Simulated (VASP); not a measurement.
# Ta2N (P-3m1) in VASP: notebook, part 2 of 3

VASP 6.6.1.

## Step 3: Single point, r2SCAN

This run uses another cell than the first one, of 13.62 Å³/atom, 1.020 times its volume.

Contents of POSCAR:

```
Ta2N
1.0
    3.1128615060      0.0000000000      0.0000000000
   -1.5564307530      2.6958171426      0.0000000000
    0.0000000000      0.0000000000      4.8698410000
Ta N
2 1
Direct
    0.6666666700      0.3333333300      0.7452890000
    0.3333333300      0.6666666700      0.2547110000
    0.0000000000      0.0000000000      0.0000000000
```

Contents of INCAR.step1:

```
SYSTEM = Ta2N
ALGO     = Normal         ! electronic algorithm
EDIFF    = 1E-4           ! SCF threshold, eV
ENCUT    = 520            ! plane-wave cutoff, eV
GGA      = PE             ! functional
ISMEAR   = 0              ! smearing method
LASPH    = .True.         ! aspherical terms in the spheres
LCHARG   = .False.        ! write CHGCAR
LREAL    = .False.        ! projectors in reciprocal space
LWAVE    = .True.         ! write WAVECAR
NBANDS   = 20             ! bands
NELM     = 60             ! most SCF steps
PREC     = Accurate       ! precision mode
SIGMA    = 0.1            ! smearing width, eV
```

Contents of INCAR.step2:

```
SYSTEM = Ta2N
ALGO     = Normal         ! electronic algorithm
EDIFF    = 1E-6           ! SCF threshold, eV
ENCUT    = 520            ! plane-wave cutoff, eV
ISIF     = 2              ! what is computed and relaxed
ISMEAR   = 0              ! smearing method
ISTART   = 1            
LASPH    = .True.         ! aspherical terms in the spheres
LCHARG   = .False.        ! write CHGCAR
LMIXTAU  = .True.       
LREAL    = .False.        ! projectors in reciprocal space
LWAVE    = .False.        ! write WAVECAR
METAGGA  = R2SCAN         ! meta-GGA
NBANDS   = 20             ! bands
NELM     = 60             ! most SCF steps
PREC     = Accurate       ! precision mode
SIGMA    = 0.1            ! smearing width, eV
```

Contents of KPOINTS:

```
k-points
0
Gamma
  6 6 4
  0 0 0
```

Potentials or basis: VASP PAW PBE potentials, release 64 (Ta_pv, N).

On the command line:

```bash
cat potpaw_PBE.64/Ta_pv/POTCAR potpaw_PBE.64/N/POTCAR > POTCAR
cp INCAR.step1 INCAR
mpirun -np 1 vasp_std > vasp.out
cp INCAR.step2 INCAR
mpirun -np 1 vasp_std > vasp.out
```

OUTCAR:

```text
SYSTEM = Ta2N
   EDIFF = 1E-6
   ENCUT = 520
   ISIF = 2
   ISMEAR = 0
   ISTART = 1
   LASPH = .True.
   LREAL = .False.
   METAGGA = R2SCAN
   NELM = 60
   PREC = Accurate

 ion  position               nearest neighbor table
   1  0.667  0.333  0.745-   3 2.18   3 2.18   3 2.18   2 2.99   2 2.99   2 2.99   2 3.06   2 3.06
                             2 3.06
   2  0.333  0.667  0.255-   3 2.18   3 2.18   3 2.18   1 2.99   1 2.99   1 2.99   1 3.06   1 3.06
                             1 3.06
   3  0.000  0.000  0.000-   1 2.18   2 2.18   2 2.18   1 2.18   1 2.18   2 2.18

  LATTYP: Found a hexagonal cell.
 ALAT       =     3.1128615060
 C/A-ratio  =     1.5644258476

  Lattice vectors:

 A1 = (   3.1128615060,   0.0000000000,   0.0000000000)
 A2 = (  -1.5564307530,   2.6958171426,   0.0000000000)
 A3 = (   0.0000000000,   0.0000000000,   4.8698410000)

Analysis of symmetry for initial positions (statically):
=====================================================================
 Subroutine PRICEL returns:
 Original cell was already a primitive cell.

 Routine SETGRP: Setting up the symmetry group for a
 hexagonal supercell.

 Subroutine GETGRP returns: Found 12 space group operations
 (whereof 12 operations were pure point group operations)
 out of a pool of 24 trial point group operations.

The static configuration has the point symmetry D_3d.

Analysis of symmetry for dynamics (positions and initial velocities):
=====================================================================
 Subroutine PRICEL returns:
 Original cell was already a primitive cell.

 Routine SETGRP: Setting up the symmetry group for a
 hexagonal supercell.

 Subroutine GETGRP returns: Found 12 space group operations
 (whereof 12 operations were pure point group operations)
 out of a pool of 24 trial point group operations.
[... 116 lines left out ...]
   EFERMI =   0.00;   METHOD = LEGACY
   ISMEAR =     0;   SIGMA  =   0.10  broadening in eV -4-tet -1-fermi 0-gaus
   EFERMI_NEDOS =   21; number of points for ismear=-14 and -15
   IALGO  =     38    algorithm
   IMIX   =      4    mixing-type and parameters
     AMIX     =   0.40;   BMIX     =  1.00
     AMIX_MAG =   1.60;   BMIX_MAG =  1.00
  volume/ion in A,a.u.               =      13.62        91.93
  Fermi-wavevector in a.u.,A,eV,Ry     =   1.425852  2.694469 27.661374  2.033054
  Thomas-Fermi vector in A             =   2.546192
   LORBIT       =      0    0 simple, 1 ext, 2 COOP (PROOUT), +10 PAW based schemes
   METAGGA = R2SCAN    functional components
   LHFCALC =     F    Hartree Fock is set to
   AEXX    =    0.0000 exact exchange contribution
   IVDW    =     0    specifies the selected vdW correction
   LEPSILON=     F    determine dielectric tensor
   LRPA    =     F    only Hartree local field effects (RPA)
 non-spin polarized calculation
 Gauss-broadening in eV      SIGMA  =   0.10
  energy-cutoff  :      520.00
  volume of cell :       40.87
 maximum number of plane-waves:      1112
 NGX is ok and might be reduce to    24
   NGX = 11   NGY = 11   NGZ = 19

 number of electron      26.9999996 magnetization

 Free energy of the ion-electron system (eV)
  ---------------------------------------------------
  ext. energy  EPLUGINS =         0.00000000
  ---------------------------------------------------
  free energy    TOTEN  =      -109.01007354 eV

  energy without entropy =     -109.00344567  energy(sigma->0) =     -109.00675961

 E-fermi :   7.5687     XC(G=0): -13.9159

 val. band max:        7.3917463771   @ k =   0.1667   0.0000   0.0000
 cond. band min:       7.5988107516   @ k =   0.3333  -0.0000   0.5000
 fundamental gap:      0.2070643745
 Fermi energy:         7.5686803693

 k-point     1 :       0.0000    0.0000    0.0000
  band No.  band energies     occupation
      1     -29.5799      2.00000
      2     -28.8268      2.00000
      3     -28.8268      2.00000
      4     -28.6990      2.00000
      5     -28.6990      2.00000
      6     -28.5835      2.00000
[... 541 lines left out ...]
     19      13.1302      0.00000
     20      13.1873      0.00000

------------------------ aborting loop because EDIFF is reached ----------------------------------------

  FORCE on cell =-STRESS in cart. coord.  units (eV):
  Direction    XX          YY          ZZ          XY          YZ          ZX
  --------------------------------------------------------------------------------------
  -------------------------------------------------------------------------------------
  Total       -1.2288100     -1.2288100     -0.7357020      0.0000000      0.0000000      0.0000000
  in kB      -48.1759534    -48.1759534    -28.8434704      0.0000000      0.0000000      0.0000000
  external PRESSURE =     -41.7317924 kB  Pullay stress =       0.0000000 kB

 VOLUME and BASIS-vectors are now :
 -----------------------------------------------------------------------------
  energy-cutoff  :      520.00
  volume of cell :       40.87
      direct lattice vectors                 reciprocal lattice vectors
     3.112861506  0.000000000  0.000000000     0.321247829  0.185472520  0.000000000
    -1.556430753  2.695817143  0.000000000     0.000000000  0.370945041  0.000000000
     0.000000000  0.000000000  4.869841000     0.000000000  0.000000000  0.205345513

 POSITION                                       TOTAL-FORCE (eV/Angst)
 -----------------------------------------------------------------------------------
      1.55643      0.89861      3.62944         0.000000      0.000000      0.131616
     -0.00000      1.79721      1.24040         0.000000     -0.000000     -0.131616
      0.00000      0.00000      0.00000        -0.000000      0.000000      0.000000
 -----------------------------------------------------------------------------------
    total drift:                               -0.000000     -0.000000      0.000000

  FREE ENERGIE OF THE ION-ELECTRON SYSTEM (eV)
  ---------------------------------------------------
  free  energy   TOTEN  =      -109.0100735394 eV

  energy  without entropy=     -109.0034456711  energy(sigma->0) =     -109.00675961
```

OUTCAR.step1:

```text
SYSTEM = Ta2N
   EDIFF = 1E-4
   ENCUT = 520
   GGA = PE
   ISMEAR = 0
   LASPH = .True.
   LREAL = .False.
   NELM = 60
[... 775 lines left out ...]
      1.55643      0.89861      3.62944         0.000000     -0.000000      0.234724
     -0.00000      1.79721      1.24040        -0.000000      0.000000     -0.234724
      0.00000      0.00000      0.00000         0.000000      0.000000      0.000000
 -----------------------------------------------------------------------------------
    total drift:                               -0.000000     -0.000000      0.000000

  FREE ENERGIE OF THE ION-ELECTRON SYSTEM (eV)
  ---------------------------------------------------
  free  energy   TOTEN  =       -34.3769318737 eV

  energy  without entropy=      -34.3708122784  energy(sigma->0) =      -34.37387208
```

OSZICAR.step1:

```text
N       E                     dE             d eps       ncg     rms          rms(c)
DAV:   1     0.212768369465E+03    0.21277E+03   -0.15116E+04   960   0.139E+03
DAV:   2    -0.284172323752E+02   -0.24119E+03   -0.23511E+03  1088   0.396E+02
DAV:   3    -0.375474900168E+02   -0.91303E+01   -0.89869E+01  1204   0.701E+01
DAV:   4    -0.376741706462E+02   -0.12668E+00   -0.12601E+00  1196   0.771E+00
DAV:   5    -0.376752963375E+02   -0.11257E-02   -0.11248E-02  1232   0.631E-01    0.263E+01
DAV:   6    -0.347583002404E+02    0.29170E+01   -0.16218E+01  1252   0.252E+01    0.123E+01
DAV:   7    -0.344376594600E+02    0.32064E+00   -0.16985E+00  1096   0.835E+00    0.676E+00
DAV:   8    -0.343814717331E+02    0.56188E-01   -0.28988E-01  1096   0.412E+00    0.431E-01
DAV:   9    -0.343773430179E+02    0.41287E-02   -0.29520E-02  1180   0.106E+00    0.257E-01
DAV:  10    -0.343770777753E+02    0.26524E-03   -0.50734E-03  1240   0.552E-01    0.812E-02
DAV:  11    -0.343769518020E+02    0.12597E-03   -0.12292E-03  1108   0.206E-01    0.357E-02
DAV:  12    -0.343769318737E+02    0.19928E-04   -0.11460E-04   644   0.745E-02
   1 F= -.34376932E+02 E0= -.34373872E+02  d E =-.611960E-02
```

Run time: 27 s. Hardware: 1 thread of Intel Xeon 6975P-C (Granite Rapids), shared host; peak memory 0.17 GiB.

What came out:

```yaml
Free_energy: -109.0101 eV
Pressure: -4.2 GPa
Largest_force: 0.132 eV/Å
```

Forces in eV/Å, atoms in the order of the input:
```
Ta   0.000  0.000  0.132
Ta   0.000  0.000 -0.132
N    0.000  0.000  0.000
```

Stress tensor (GPa, compression positive):
```
-4.82  0.00  0.00
 0.00 -4.82  0.00
 0.00  0.00 -2.88
```

Levels at points of the mesh, in eV from the Fermi level:
```tsv
k point	band 10	band 11	band 12	band 13	band 14	band 15	band 16	band 17
(0.00, 0.00, 0.00)	-6.50	-5.47	-0.72	-0.29	-0.29	0.12	0.25	0.25
(0.50, 0.00, 0.00)	-6.82	-4.80	-3.00	-1.70	1.75	1.87	3.77	3.99
(0.00, 0.00, 0.50)	-6.68	-3.10	-3.04	-1.19	-1.19	1.74	2.01	2.29
(0.50, 0.00, 0.50)	-6.56	-3.50	-2.55	-2.38	-0.45	0.63	3.34	3.55
```

Caveat: the k points lie up to 0.39 Å⁻¹ apart; the PAW data sets were made with another functional, which shifts forces and pressure a little; spin-orbit coupling is left out, which moves the levels of the heavy elements.

## Step 4: Single point, r2SCAN, collinear spin, ferromagnetic start

This run uses another cell than the first one, of 13.62 Å³/atom, 1.020 times its volume.

POSCAR is that of step 3.

Contents of INCAR.step1:

```
SYSTEM = Ta2N
ALGO = Normal
EDIFF = 1E-4
ENCUT = 520
GGA = PE
ISMEAR = 0
ISPIN = 2
LASPH = .True.
LCHARG = .False.
LMAXMIX = 4
LREAL = .False.
LWAVE = .True.
MAGMOM = 1 1 0
NBANDS = 24
NELM = 150
PREC = Accurate
SIGMA = 0.1
```

Contents of INCAR.step2:

```
SYSTEM = Ta2N
ALGO = Normal
EDIFF = 1E-7
ENCUT = 520
ISIF = 2
ISMEAR = 0
ISPIN = 2
ISTART = 1
LASPH = .True.
LCHARG = .True.
LELF = .True.
LMAXMIX = 4
LMIXTAU = .True.
LORBIT = 11
LREAL = .False.
LVHAR = .True.
LWAVE = .False.
MAGMOM = 1 1 0
METAGGA = R2SCAN
NBANDS = 24
NELM = 150
PREC = Accurate
SIGMA = 0.1
```

KPOINTS is that of step 3.

Potentials or basis: VASP PAW PBE potentials, release 64 (Ta_pv, N).

On the command line:

```bash
cat potpaw_PBE.64/Ta_pv/POTCAR potpaw_PBE.64/N/POTCAR > POTCAR
cp INCAR.step1 INCAR
mpirun -np 1 vasp_std > vasp.out
cp INCAR.step2 INCAR
mpirun -np 1 vasp_std > vasp.out
```

OUTCAR:

```text
SYSTEM = Ta2N
   EDIFF = 1E-7
   ENCUT = 520
   ISIF = 2
   ISMEAR = 0
   ISPIN = 2
   ISTART = 1
   LASPH = .True.
   LORBIT = 11
   LREAL = .False.
   METAGGA = R2SCAN
   NELM = 150
   PREC = Accurate

 ion  position               nearest neighbor table
   1  0.667  0.333  0.745-   3 2.18   3 2.18   3 2.18   2 2.99   2 2.99   2 2.99   2 3.06   2 3.06
                             2 3.06
   2  0.333  0.667  0.255-   3 2.18   3 2.18   3 2.18   1 2.99   1 2.99   1 2.99   1 3.06   1 3.06
                             1 3.06
   3  0.000  0.000  0.000-   1 2.18   2 2.18   2 2.18   1 2.18   1 2.18   2 2.18

  LATTYP: Found a hexagonal cell.
 ALAT       =     3.1128615060
 C/A-ratio  =     1.5644258476

  Lattice vectors:

 A1 = (   3.1128615060,   0.0000000000,   0.0000000000)
 A2 = (  -1.5564307530,   2.6958171426,   0.0000000000)
 A3 = (   0.0000000000,   0.0000000000,   4.8698410000)

Analysis of symmetry for initial positions (statically):
[... 1496 lines left out ...]
     23      17.8074      0.00000
     24      17.8074      0.00000

------------------------ aborting loop because EDIFF is reached ----------------------------------------

  FORCE on cell =-STRESS in cart. coord.  units (eV):
  Direction    XX          YY          ZZ          XY          YZ          ZX
  --------------------------------------------------------------------------------------
  -------------------------------------------------------------------------------------
  Total       -1.2296300     -1.2296300     -0.7361952     -0.0000000      0.0000000      0.0000000
  in kB      -48.2081016    -48.2081016    -28.8628047     -0.0000000      0.0000000      0.0000000
  external PRESSURE =     -41.7596693 kB  Pullay stress =       0.0000000 kB

 VOLUME and BASIS-vectors are now :
 -----------------------------------------------------------------------------
  energy-cutoff  :      520.00
  volume of cell :       40.87
      direct lattice vectors                 reciprocal lattice vectors
     3.112861506  0.000000000  0.000000000     0.321247829  0.185472520  0.000000000
    -1.556430753  2.695817143  0.000000000     0.000000000  0.370945041  0.000000000
     0.000000000  0.000000000  4.869841000     0.000000000  0.000000000  0.205345513

 POSITION                                       TOTAL-FORCE (eV/Angst)
 -----------------------------------------------------------------------------------
      1.55643      0.89861      3.62944        -0.000000     -0.000000      0.131893
     -0.00000      1.79721      1.24040         0.000000      0.000000     -0.131893
      0.00000      0.00000      0.00000        -0.000000      0.000000      0.000000
 -----------------------------------------------------------------------------------
    total drift:                               -0.000000     -0.000000      0.000000

  FREE ENERGIE OF THE ION-ELECTRON SYSTEM (eV)
  ---------------------------------------------------
  free  energy   TOTEN  =      -109.0100731123 eV

  energy  without entropy=     -109.0034452414  energy(sigma->0) =     -109.00675918

 total charge

# of ion       s       p       d       tot
------------------------------------------
    1        0.319   6.223   2.341   8.884
    2        0.319   6.223   2.341   8.884
    3        1.254   2.528   0.000   3.782
--------------------------------------------------
tot          1.893  14.975   4.683  21.551

 magnetization (x)

# of ion       s       p       d       tot
------------------------------------------
    1        0.000  -0.000   0.000   0.000
    2        0.000  -0.000   0.000   0.000
    3       -0.000   0.000   0.000   0.000
--------------------------------------------------
tot          0.000  -0.000   0.000   0.000
```

OSZICAR.step1:

```text
N       E                     dE             d eps       ncg     rms          rms(c)
DAV:   1     0.215179334664E+03    0.21518E+03   -0.14359E+04  2304   0.115E+03
DAV:   2    -0.289538631506E+02   -0.24413E+03   -0.23433E+03  2704   0.355E+02
DAV:   3    -0.373825816290E+02   -0.84287E+01   -0.83428E+01  2792   0.621E+01
DAV:   4    -0.374429098660E+02   -0.60328E-01   -0.60314E-01  2592   0.572E+00
DAV:   5    -0.374433563177E+02   -0.44645E-03   -0.44644E-03  2824   0.459E-01    0.270E+01
DAV:   6    -0.347202689035E+02    0.27231E+01   -0.10295E+01  2752   0.210E+01    0.121E+01
DAV:   7    -0.344479288879E+02    0.27234E+00   -0.12947E+00  2624   0.761E+00    0.729E+00
DAV:   8    -0.343825908233E+02    0.65338E-01   -0.26213E-01  2776   0.364E+00    0.122E+00
DAV:   9    -0.343780520678E+02    0.45388E-02   -0.12007E-02  2744   0.711E-01    0.443E-01
DAV:  10    -0.343770399829E+02    0.10121E-02   -0.17189E-03  2848   0.306E-01    0.194E-01
DAV:  11    -0.343769685181E+02    0.71465E-04   -0.36183E-04  2920   0.162E-01
   1 F= -.34376969E+02 E0= -.34373904E+02  d E =-.612938E-02  mag=    -0.0000
```

It took 64 s on 1 thread of Intel Xeon 6975P-C (Granite Rapids), shared host; peak memory 0.2 GiB.

What came out:

| Item | Value |
| --- | --- |
| Free energy | -109.0101 eV |
| Pressure | -4.2 GPa |
| Largest force | 0.132 eV/Å |
| Net moment | 0.00 μB per cell |
| Valence electrons inside the program's atomic spheres | Ta 8.88; N 3.78 |

Forces on the atoms (eV/Å):
```
Ta   0.000  0.000  0.132
Ta   0.000  0.000 -0.132
N    0.000  0.000  0.000
```

Caveat: the k points lie up to 0.39 Å⁻¹ apart; the PAW data sets were made with another functional, which shifts forces and pressure a little; spin-orbit coupling is left out, which moves the levels of the heavy elements.

## Step 5: Single point, r2SCAN

Contents of POSCAR:

```
Ta2N
1.0
    3.0621955851      0.0000000000      0.0000000000
   -1.5310977925      2.6519391680      0.0000000000
    0.0000000000      0.0000000000      4.9346398066
Ta N
2 1
Direct
    0.6666666667      0.3333333333      0.7433157486
    0.3333333333      0.6666666667      0.2566842514
    0.0000000000      0.0000000000      0.0000000000
```

Contents of INCAR.step1:

```
ALGO     = Normal         # electronic algorithm
EDIFF    = 1E-5           # SCF threshold, eV
ENCUT    = 660            # plane-wave cutoff, eV
GGA      = PE             # functional
GGA_COMPAT= F            
ISMEAR   = 0              # smearing method
LASPH    = T              # aspherical terms in the spheres
LCHARG   = F              # write CHGCAR
LREAL    = F              # projectors in reciprocal space
LWAVE    = T              # write WAVECAR
NBANDS   = 22             # bands
NELM     = 120            # most SCF steps
PREC     = Accurate       # precision mode
SIGMA    = 0.1            # smearing width, eV
```

Contents of INCAR.step2:

```
ALGO     = Normal         # electronic algorithm
EDIFF    = 1E-6           # SCF threshold, eV
ENCUT    = 660            # plane-wave cutoff, eV
GGA_COMPAT= F            
ISIF     = 2              # what is computed and relaxed
ISMEAR   = 0              # smearing method
ISTART   = 1            
LASPH    = T              # aspherical terms in the spheres
LCHARG   = F              # write CHGCAR
LMIXTAU  = T            
LREAL    = F              # projectors in reciprocal space
LWAVE    = F              # write WAVECAR
METAGGA  = R2SCAN         # meta-GGA
NBANDS   = 22             # bands
NELM     = 120            # most SCF steps
PREC     = Accurate       # precision mode
SIGMA    = 0.1            # smearing width, eV
```

Contents of KPOINTS:

```
k-points
0
Gamma
  6 6 4
```

Potentials or basis: VASP PAW PBE potentials, release 64 (Ta_sv_GW, N).

On the command line:

```bash
cat potpaw_PBE.64/Ta_sv_GW/POTCAR potpaw_PBE.64/N/POTCAR > POTCAR
cp INCAR.step1 INCAR
mpirun -np 1 vasp_std > vasp.out
cp INCAR.step2 INCAR
mpirun -np 1 vasp_std > vasp.out
```

It took 2.7 min on 1 thread of Intel Xeon Platinum 8259CL at 2.50GHz (Skylake/Cascade Lake), shared host; peak memory 0.2 GiB.

The run converged. Its results:

```yaml
Free_energy: -114.0929 eV
Pressure: -0.3 GPa
Largest_force: 0.043 eV/Å
```

Forces on the atoms (eV/Å):
```
Ta   0.000  0.000 -0.043
Ta   0.000  0.000  0.043
N    0.000  0.000  0.000
```

Stress tensor (GPa, compression positive):
```
-0.24  0.00  0.00
 0.00 -0.24  0.00
 0.00  0.00 -0.33
```

Levels at points of the mesh, in eV from the Fermi level:
```csv
k point,band 11,band 12,band 13,band 14,band 15,band 16,band 17,band 18,band 19,band 20
"(0.00, 0.00, 0.00)",-6.24,-6.24,-5.47,-0.90,-0.19,-0.19,0.10,0.63,0.63,1.20
"(0.50, 0.00, 0.00)",-7.05,-6.63,-4.82,-2.87,-1.51,1.45,2.26,4.20,4.23,4.43
"(0.00, 0.00, 0.50)",-6.41,-6.41,-3.35,-3.05,-0.98,-0.98,1.70,2.41,2.52,2.52
"(0.50, 0.00, 0.50)",-7.18,-6.37,-3.53,-2.43,-2.25,-0.61,0.83,3.82,4.04,4.43
```

Caveat: the k points lie up to 0.39 Å⁻¹ apart; the PAW data sets were made with another functional, which shifts forces and pressure a little; spin-orbit coupling is left out, which moves the levels of the heavy elements.

[end of part 2 of 3]
